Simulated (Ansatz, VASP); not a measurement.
Ru: VASP beside Ansatz

```
Ru
1.0
     2.67389    0.00000    0.00000
    -1.33694    2.31565    0.00000
     0.00000    0.00000    4.22640
Ru
2
Direct
  0.33333 0.66667 0.25000
  0.66667 0.33333 0.75000
```

Alike in both runs: functional LDA; k mesh 18 × 18 × 10; occupations gaussian, width 0.1 eV; no spin polarisation.

Ansatz relaxed the structure, and its values are those at the end. VASP's run is a single point on that final structure, the one shown.

|  | VASP | Ansatz |
| --- | --- | --- |
| version | VASP 6.6.1 | Ansatz 0.2.0 |
| potentials or method | VASP PAW LDA potentials, release 64 (Ru_sv), cutoff 560 eV | scalar-relativistic, plane waves, PAW |
| valence electrons in the cell | 32 | 32 |

Ansatz gave:

```
gap on the k mesh at the Fermi level (eV) : none
pressure (GPa)                            : 0.0
```

Problem. What did VASP give for the same quantities?

Solution. gap on the k mesh at the Fermi level (eV): none; pressure (GPa): 0.6.

LDA's correlation is that of Perdew and Zunger in VASP and of Perdew and Wang (1992) in Ansatz. A gap of «none» marks a metal or a gap that the smearing closes.
